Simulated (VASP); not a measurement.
# BaHPb (P4/mmm) in VASP: further runs, part 2 of 2

VASP 6.6.1.

### 3 Single point, PBE

This run uses another cell than the first one, of 37.88 Å³/atom.

Contents of INCAR:

```
ALGO = Normal
EDIFF = 1E-7
ENCUT = 520
GGA = PE
ISIF = 2
ISMEAR = 0
LASPH = T
LCHARG = T
LELF = T
LREAL = F
LVHAR = T
LWAVE = F
NBANDS = 20
NELM = 80
PREC = Accurate
SIGMA = 0.1
```

Contents of KPOINTS:

```
k-points
0
Gamma
  4 4 4
```

Contents of POSCAR:

```
BaHPb
1.0
    5.0066098027      0.0000000000      0.0000000000
    0.0000000000      5.0066098027      0.0000000000
    0.0000000000      0.0000000000      4.5335109153
Ba H Pb
1 1 1
Direct
    0.0000000000      0.0000000000      0.0000000000
    0.5000000000      0.5000000000      0.5000000000
    0.5000000000      0.5000000000      0.0000000000
```

Potentials or basis: VASP PAW PBE potentials, release 64 (Ba_sv, H, Pb_d).

Started as:

```console
$ cat potpaw_PBE.64/Ba_sv/POTCAR potpaw_PBE.64/H/POTCAR potpaw_PBE.64/Pb_d/POTCAR > POTCAR
$ mpirun -np 1 vasp_std > vasp.out
```

Run time: 92 s. Hardware: 1 thread of Intel Xeon 8259CL, shared host; peak memory 0.25 GiB.

Results (log left out):

```
Free energy            : -8.1588 eV
Pressure               : 0.0 GPa
Band gap on the k mesh : zero (an odd number of electrons rules out a gap without spin polarisation)
```

Stress tensor (GPa, compression positive):
```
 0.07  0.00  0.00
 0.00  0.07  0.00
 0.00  0.00 -0.01
```

Levels at points of the mesh, in eV from the Fermi level:
| k point | band 8 | band 9 | band 10 | band 11 | band 12 | band 13 | band 14 | band 15 | band 16 | band 17 |
| --- | --- | --- | --- | --- | --- | --- | --- | --- | --- | --- |
| (0.00, 0.00, 0.00) | -13.87 | -13.87 | -8.60 | -0.69 | 0.58 | 0.79 | 0.83 | 0.83 | 1.48 | 2.89 |
| (0.50, 0.00, 0.00) | -14.00 | -13.79 | -8.13 | -2.07 | -0.57 | -0.06 | 0.55 | 0.99 | 3.38 | 3.43 |
| (0.50, 0.50, 0.00) | -13.96 | -13.96 | -8.38 | -0.57 | -0.57 | -0.09 | 0.52 | 1.93 | 2.83 | 2.83 |
| (0.00, 0.00, 0.50) | -13.85 | -13.85 | -7.87 | -4.17 | 1.26 | 1.42 | 1.42 | 1.96 | 1.96 | 2.84 |
| (0.50, 0.00, 0.50) | -13.96 | -13.77 | -7.38 | -4.14 | -1.38 | -0.20 | 1.58 | 1.92 | 2.23 | 3.62 |
| (0.50, 0.50, 0.50) | -13.93 | -13.93 | -7.66 | -3.92 | 0.23 | 0.23 | 0.62 | 0.62 | 3.84 | 3.86 |

Caveat: spin-orbit coupling is left out, which moves the levels of the heavy elements.

### 4 Relaxation of cell and atoms, PBE

Contents of INCAR:

```
SYSTEM = BaHPb
ALGO     = Normal         ! electronic algorithm
EDIFF    = 1E-6           ! SCF threshold, eV
EDIFFG   = -0.04          ! ionic threshold
ENCUT    = 600            ! plane-wave cutoff, eV
GGA      = PE             ! functional
IBRION   = 2              ! ionic algorithm
ISIF     = 3              ! what is computed and relaxed
ISMEAR   = 0              ! smearing method
LASPH    = .True.         ! aspherical terms in the spheres
LCHARG   = .False.        ! write CHGCAR
LREAL    = .False.        ! projectors in reciprocal space
LWAVE    = .False.        ! write WAVECAR
NELM     = 60             ! most SCF steps
NSW      = 90             ! ionic steps
PREC     = Accurate       ! precision mode
SIGMA    = 0.1            ! smearing width, eV
```

Contents of KPOINTS:

```
k-points
0
Gamma
  4 4 4
  0 0 0
```

Contents of POSCAR:

```
BaHPb
1.0
    4.0912751200      0.0000000000      0.0000000000
    0.0000000000      4.0912751200      0.0000000000
    0.0000000000      0.0000000000      4.1671365500
Ba H Pb
1 1 1
Direct
    0.0000000000      0.0000000000      0.0000000000
    0.5000000000      0.5000000000      0.5000000000
    0.5000000000      0.5000000000      0.0000000000
```

Started as:

```console
$ cat potpaw_PBE.64/Ba_sv/POTCAR potpaw_PBE.64/H/POTCAR potpaw_PBE.64/Pb_d/POTCAR > POTCAR
$ mpirun -np 1 vasp_std > vasp.out
```

It took 3.6 min on 1 thread of Intel Xeon 8259CL, shared host; peak memory 0.23 GiB.

It converged, with:

* Free energy: -8.1462 eV
* Relaxed volume: 37.61 Å³/atom
* Relaxed cell: a = 5.000 Å, b = 5.000 Å, c = 4.514 Å, α = 90.00°, β = 90.00°, γ = 90.00°
* Space group after relaxing (to 0.1 Å): P4/mmm (No. 123)
* Energy gained by relaxing: 1032.2 meV/atom
* Ionic steps: 8
* Pressure after relaxing: 0.1 GPa
* Band gap on the k mesh: zero (an odd number of electrons rules out a gap without spin polarisation)

Step by step:
```
step  energy change (eV)  largest force (eV/Å)  pressure (GPa)  volume (Å³)
   1              0.0000                0.0000           28.49        69.75
   2             -3.0283                0.0000           -1.40       118.82
   3             -3.0852                0.0000            0.55       107.29
   4             -3.0887                0.0000            0.04       109.69
   5             -3.0885                0.0000            0.23       108.79
   6             -3.0898                0.0000            0.22       109.20
   7             -3.0931                0.0000            0.19       110.42
   8             -3.0965                0.0000            0.12       112.84
```

Final structure:
```cif
data_structure
_symmetry_space_group_name_H-M 'P 1'
_symmetry_Int_Tables_number 1
_cell_length_a 5.0000
_cell_length_b 5.0000
_cell_length_c 4.5136
_cell_angle_alpha 90.000
_cell_angle_beta 90.000
_cell_angle_gamma 90.000
_cell_volume 112.84
loop_
_atom_site_label
_atom_site_type_symbol
_atom_site_fract_x
_atom_site_fract_y
_atom_site_fract_z
_atom_site_occupancy
Ba1 Ba 0.00000 0.00000 0.00000 1
H1 H 0.50000 0.50000 0.50000 1
Pb1 Pb 0.50000 0.50000 0.00000 1
```

Levels at points of the mesh, in eV from the Fermi level:
```csv
k point,band 8,band 9,band 10,band 11,band 12,band 13,band 14,band 15,band 16
"(0.00, 0.00, 0.00)",-13.87,-13.87,-8.63,-0.68,0.56,0.78,0.82,0.82,1.50
"(0.50, 0.00, 0.00)",-13.99,-13.78,-8.16,-2.09,-0.58,-0.05,0.54,1.00,3.38
"(0.50, 0.50, 0.00)",-13.95,-13.95,-8.41,-0.58,-0.58,-0.08,0.50,1.94,2.85
"(0.00, 0.00, 0.50)",-13.84,-13.84,-7.88,-4.23,1.26,1.43,1.43,1.94,1.94
"(0.50, 0.00, 0.50)",-13.96,-13.76,-7.39,-4.20,-1.38,-0.21,1.56,1.92,2.22
"(0.50, 0.50, 0.50)",-13.93,-13.93,-7.67,-3.98,0.24,0.24,0.60,0.60,3.87
```

Caveat: the k points lie up to 0.35 Å⁻¹ apart in the final cell, too coarse for converged energies and pressures of a metal; the volume moved by over 15 % at a fixed basis, so the end points are rough; spin-orbit coupling is left out, which moves the levels of the heavy elements.

### 5 Single point, PBE

This run uses another cell than the first one: it holds 6 atoms, not 3.

Contents of INCAR:

```
SYSTEM = BaHPb
PREC = Accurate
ENCUT = 520
EDIFF = 1E-6
ISMEAR = 0
SIGMA = 0.1
LREAL = .FALSE.
LASPH = .TRUE.
NELM = 80
ALGO = Normal
ISIF = 2
LWAVE = .FALSE.
LCHARG = .FALSE.
GGA = PE
NBANDS = 34
```

Contents of KPOINTS:

```
regular mesh
0
G
  4 4 2
  0 0 0
```

Contents of POSCAR:

```
BaHPb
1.0
    4.9944208297      0.0000000000      0.0000000000
    0.0000000000      4.9944208297      0.0000000000
    0.0000000000      0.0000000000      9.0382622401
Ba H Pb
2 2 2
Direct
    1.0000000000      0.0000000000      0.0000000000
    1.0000000000      0.0000000000      0.5000000000
    0.5000000000      0.5000000000      0.2500000000
    0.5000000000      0.5000000000      0.7500000000
    0.5000000000      0.5000000000      0.0000000000
    0.5000000000      0.5000000000      0.5000000000
```

Started as:

```console
$ cat potpaw_PBE.64/Ba_sv/POTCAR potpaw_PBE.64/H/POTCAR potpaw_PBE.64/Pb_d/POTCAR > POTCAR
$ mpirun -np 1 vasp_std > vasp.out
```

Wall time 4.6 min (1 thread of Intel Xeon 8259CL, shared host); peak memory 0.37 GiB.

It converged, with:

- Free energy: -16.3160 eV
- Pressure: 0.2 GPa
- Band gap on the k mesh: zero (bands 25 and 26 overlap by 1.46 eV)

Stress tensor (GPa, compression positive):
```
0.23 0.00 0.00
0.00 0.23 0.00
0.00 0.00 0.01
```

Levels at points of the mesh, in eV from the Fermi level:
```csv
k point,band 22,band 23,band 24,band 25,band 26,band 27,band 28,band 29
"(0.00, 0.00, 0.00)",-0.69,0.58,0.78,0.84,0.84,1.26,1.44,1.44
"(0.50, 0.00, 0.00)",-2.09,-1.39,-0.58,-0.21,-0.06,0.54,0.99,1.57
"(0.50, 0.50, 0.00)",-0.58,-0.58,-0.09,0.24,0.24,0.52,0.61,0.61
"(0.00, 0.00, 0.50)",-2.81,0.99,0.99,1.06,1.06,1.06,1.06,1.26
"(0.50, 0.00, 0.50)",-2.71,-1.76,-1.76,-0.40,-0.40,1.25,1.25,1.96
"(0.50, 0.50, 0.50)",-2.52,-0.33,-0.33,-0.33,-0.33,1.61,1.61,1.70
```

Caveat: spin-orbit coupling is left out, which moves the levels of the heavy elements.

### 6 Single point, PBE

This run uses another cell than the first one, of 37.58 Å³/atom.

Edit INCAR of step 5 so:

```diff
@@ -8,3 +8,3 @@
 LASPH = .TRUE.
-NELM = 80
+NELM = 100
 ALGO = Normal
@@ -14,2 +14,2 @@
 GGA = PE
-NBANDS = 34
+NBANDS = 20
```

Contents of KPOINTS:

```
Automatic mesh
0
G
  10 10 10
  0 0 0
```

Contents of POSCAR:

```
BaHPb
1.0
    4.9944208297      0.0000000000      0.0000000000
    0.0000000000      4.9944208297      0.0000000000
    0.0000000000      0.0000000000      4.5191311201
Ba H Pb
1 1 1
Direct
    0.0000000000      0.0000000000      0.0000000000
    0.5000000000      0.5000000000      0.5000000000
    0.5000000000      0.5000000000      0.0000000000
```

Potentials or basis: VASP PAW PBE potentials, release 64 (Ba_sv, H, Pb_d).

Started as:

```console
$ cat potpaw_PBE.64/Ba_sv/POTCAR potpaw_PBE.64/H/POTCAR potpaw_PBE.64/Pb_d/POTCAR > POTCAR
$ mpirun -np 1 vasp_std > vasp.out
```

Wall time 6.4 min (1 thread of Intel Xeon 8259CL, shared host); peak memory 0.46 GiB.

Results (log left out):

| Quantity | Value |
| --- | --- |
| Free energy | -8.1951 eV |
| Pressure | 0.1 GPa |
| Band gap on the k mesh | zero (an odd number of electrons rules out a gap without spin polarisation) |

Stress tensor (GPa, compression positive):
```
 0.14  0.00  0.00
 0.00  0.14  0.00
 0.00  0.00 -0.05
```

Levels at points of the mesh, in eV from the Fermi level:
| k point | band 10 | band 11 | band 12 | band 13 | band 14 | band 15 | band 16 | band 17 |
| --- | --- | --- | --- | --- | --- | --- | --- | --- |
| (0.00, 0.00, 0.00) | -8.55 | -0.63 | 0.62 | 0.81 | 0.89 | 0.89 | 1.56 | 2.92 |
| (0.50, 0.00, 0.00) | -8.07 | -2.05 | -0.54 | 0.02 | 0.57 | 1.05 | 3.43 | 3.47 |
| (0.50, 0.50, 0.00) | -8.33 | -0.53 | -0.53 | -0.01 | 0.54 | 2.01 | 2.86 | 2.86 |
| (0.00, 0.00, 0.50) | -7.81 | -4.14 | 1.29 | 1.49 | 1.49 | 1.97 | 1.97 | 2.89 |
| (0.50, 0.00, 0.50) | -7.31 | -4.11 | -1.35 | -0.17 | 1.60 | 1.97 | 2.24 | 3.66 |
| (0.50, 0.50, 0.50) | -7.60 | -3.89 | 0.29 | 0.29 | 0.63 | 0.63 | 3.90 | 3.90 |

Caveat: spin-orbit coupling is left out, which moves the levels of the heavy elements.

### 7 Overview

| task | cell | k mesh | cutoff (eV) | gap on the mesh (eV) | pressure (GPa) |
| --- | --- | --- | --- | --- | --- |
| single point | a = 4.091, b = 4.091, c = 4.167 Å, 3 atoms, atomic positions A | 4 × 4 × 4 | 520 | none | 28.4 |
| single point | a = 5.007, b = 5.007, c = 4.534 Å, 3 atoms, atomic positions A | 4 × 4 × 4 | 520 | none | 0.0 |
| relaxation of cell and atoms | relaxed from a = 4.091, b = 4.091, c = 4.167 Å, 3 atoms, atomic positions A | 4 × 4 × 4 | 600 | none | 0.1 |
| single point | a = 4.994, b = 4.994, c = 9.038 Å, 6 atoms, atomic positions B | 4 × 4 × 2 | 520 | none | 0.2 |
| single point | a = 4.994, b = 4.994, c = 4.519 Å, 3 atoms, atomic positions A | 10 × 10 × 10 | 520 | none | 0.1 |

Alike in all rows: level PBE; potentials or basis VASP PAW PBE potentials, release 64 (Ba_sv, H, Pb_d); no spin polarisation; smearing gaussian 0.1 eV.

Caveats: some runs use coarse meshes; spin-orbit coupling is left out, which moves the levels of the heavy elements; the volume moved by over 15 % at a fixed basis, so the end points are rough (at least some runs).

Total energies depend on the potentials used, so only differences within one code and one set of settings carry meaning.
